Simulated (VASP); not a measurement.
Write the native input for VASP 6.6.1 that does the following.

```
Task                   : single point
Functional             : PBE
Potentials or basis    : VASP PAW PBE potentials, release 64 (W_sv)
Cutoff                 : 520 eV
k mesh                 : 9 × 9 × 4
Occupations            : gaussian, width 0.1 eV
Spin                   : no spin polarisation
Dipole correction      : no
Further INCAR settings : ALGO = Normal; EDIFF = 1e-07; NBANDS = 21
```

The structure of W lies in POSCAR:

```
W
1.0
    2.7791526978      0.0000000000      0.0000000000
   -1.3895763489      2.4068168373      0.0000000000
    0.0000000000      0.0000000000      4.9491745730
W
2
Direct
    0.3333333333      0.6666666667      0.2500000000
    0.6666666667      0.3333333333      0.7500000000
```

These files were run (other wordings do the same):

INCAR

```
SYSTEM = W
PREC = Accurate
ENCUT = 520
EDIFF = 1E-7
ISMEAR = 0
SIGMA = 0.1
LREAL = .False.
LASPH = .True.
NELM = 80
ALGO = Normal
ISIF = 2
LWAVE = .False.
LCHARG = .True.
GGA = PE
LELF = .True.
LVHAR = .True.
NBANDS = 21
```

KPOINTS

```
Automatic mesh
0
Gamma
  9 9 4
  0 0 0
```

Potentials or basis: VASP PAW PBE potentials, release 64 (W_sv).

The run is started by

```sh
$ cat potpaw_PBE.64/W_sv/POTCAR > POTCAR
$ mpirun -np 1 vasp_std > vasp.out
```

It gave:

* Pressure: 0.5 GPa
* Band gap on the k mesh: zero (band 14 reaches 11.52 eV, above the bottom of band 15 at 10.08 eV)

Caveat: spin-orbit coupling is left out, which moves the levels of the heavy elements.

Wall time 18 s on 1 thread of AMD EPYC 7R13 Processor (Zen 3), on a shared host, peak memory 0.14 GiB.
